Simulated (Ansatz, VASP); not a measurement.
**One calculation of BeZn2O3, two programs**

```xyz
12
Lattice="0.0982 0.1189 -4.9015 0.0530 5.3155 -0.1292 4.7073 -2.6118 -0.0280" Properties=species:S:1:pos:R:3 pbc="T T T"
Be   -0.0189    0.8831   -0.0370
Be    0.0781    4.4643   -2.5638
Zn    1.5847    3.7152   -4.8988
Zn    1.6074    1.8706   -2.4881
Zn    3.2220   -0.8990   -2.5443
Zn    3.3291    1.0967   -5.0297
O     1.5197    1.7856   -4.4750
O     3.4306   -0.8992   -4.5294
O     0.1637    4.8116   -4.2517
O     1.4830    3.7546   -2.0835
O     3.4013    1.0827   -2.1039
O     0.0653    0.6494   -1.7539
```

Change from the starting cell: cell x1, atoms moved at random (sigma 0.05 Å) and cell strained at random (1.5 %), then relaxed without symmetry.

Alike in both runs: task relaxation of cell and atoms; functional PBE; k mesh 4 × 4 × 4; occupations gaussian, width 0.1 eV; no spin polarisation.

|  | VASP | Ansatz |
| --- | --- | --- |
| version | VASP 6.6.1 | Ansatz 0.2.0 |
| potentials or method | VASP PAW PBE potentials, release 64 (Be, Zn, O), cutoff 600 eV | scalar-relativistic, plane waves, PAW |
| valence electrons in the cell | 88 | 88 |

Ansatz gave:

* gap on the k mesh at the Fermi level, each at its own relaxed structure (eV): 2.07
* relaxed volume (Å³/atom): 10.20
* relaxed length of the cell vector where the two differ most in proportion (Å): 5.353

Q: Estimate VASP's values.

A: gap on the k mesh at the Fermi level, each at its own relaxed structure (eV): 2.04; relaxed volume (Å³/atom): 10.24; relaxed length of the cell vector where the two differ most in proportion (Å): 5.362.
